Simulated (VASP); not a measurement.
A run of VASP 6.6.1 is set up as follows.

File INCAR:

```
PREC = Accurate
ENCUT = 500
EDIFF = 1E-6
ISMEAR = 0
SIGMA = 0.15
LREAL = False
LASPH = True
NELM = 120
ALGO = Normal
ISIF = 2
LWAVE = False
LCHARG = True
LELF = True
LVHAR = True
NBANDS = 12
GGA_COMPAT = False
```

File KPOINTS:

```
regular mesh
0
Gamma
  11 11 11
```

File POSCAR:

```
Ti
1.0
    0.0000000000      2.0025642050      2.0025642050
    2.0025642050      0.0000000000      2.0025642050
    2.0025642050      2.0025642050      0.0000000000
Ti
1
Direct
    0.0000000000      0.0000000000      0.0000000000
```

Potentials or basis: VASP PAW LDA potentials, release 64 (Ti_sv).

Run with:

```sh
$ cat potpaw_LDA.64/Ti_sv/POTCAR > POTCAR
$ mpirun -np 1 vasp_std > vasp.out
```

Task: Predict the pressure.

Result: -0.7 GPa.

Task: What does it give for the band gap on the k mesh?

Result: Zero (bands 6 and 7 overlap by 1.19 eV).
